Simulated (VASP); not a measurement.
A run of VASP 6.6.1:

File INCAR:

```
SYSTEM = AlCo
ALGO = Fast
EDIFF = 1E-6
ENCUT = 520
GGA = PS
ISIF = 2
ISMEAR = 0
LASPH = .True.
LCHARG = .False.
LREAL = .False.
LWAVE = .False.
NBANDS = 13
NELM = 100
PREC = Accurate
SIGMA = 0.15
```

Contents of KPOINTS:

```
k-points
0
Gamma
  16 16 16
  0 0 0
```

The input POSCAR:

```
AlCo
1.0
    2.7348211137      0.0000000000      0.0000000000
    0.0000000000      2.7348211137      0.0000000000
    0.0000000000      0.0000000000      2.9039853063
Al Co
1 1
Direct
    0.0000000000      0.0000000000      0.0000000000
    0.5000000000      0.5000000000      0.5000000000
```

Potentials or basis: VASP PAW PBE potentials, release 64 (Al, Co).

The run is started by

```console
$ cat potpaw_PBE.64/Al/POTCAR potpaw_PBE.64/Co/POTCAR > POTCAR
$ mpirun -np 1 vasp_std > vasp.out
```

Hardware: 1 thread of Intel Xeon 8259CL (shared host).

Estimate the wall time of this run.

It took 2.2 min on 1 thread of Intel Xeon 8259CL, with other jobs on the host, peak memory 0.23 GiB. Counts: scf iterations 15, k points 405.
